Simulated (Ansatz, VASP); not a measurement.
## One calculation of Cr, two programs

```xyz
1
Lattice="2.3484 0.0000 0.0000 0.0000 2.3484 0.0000 0.0000 0.0000 2.3484" Properties=species:S:1:pos:R:3 pbc="T T T"
Cr    0.0000    0.0000    0.0000
```

Alike in both runs: task relaxation of cell and atoms; functional BLYP; k mesh 13 × 13 × 13; occupations fermi-dirac, width 0.1 eV; no spin polarisation.

```csv
,VASP,Ansatz
version,VASP 6.6.1,Ansatz 0.2.0
potentials or method,"VASP PAW PBE potentials, release 64 (Cr_pv), cutoff 600 eV","plane waves (420 eV) with PAW, scalar-relativistic"
valence electrons in the cell,12,14
```

```tsv
	VASP	Ansatz	Ansatz less VASP
relaxed volume (Å³/atom)	13.27	13.27	-0.001
relaxed cell length with the largest relative difference (Å)	2.368	2.368	0.0000
```

VASP's potentials were made for PBE, not for BLYP. VASP's potentials hold 12 valence electrons a cell and Ansatz's 14, so a difference there can come from the potentials and not from the codes.
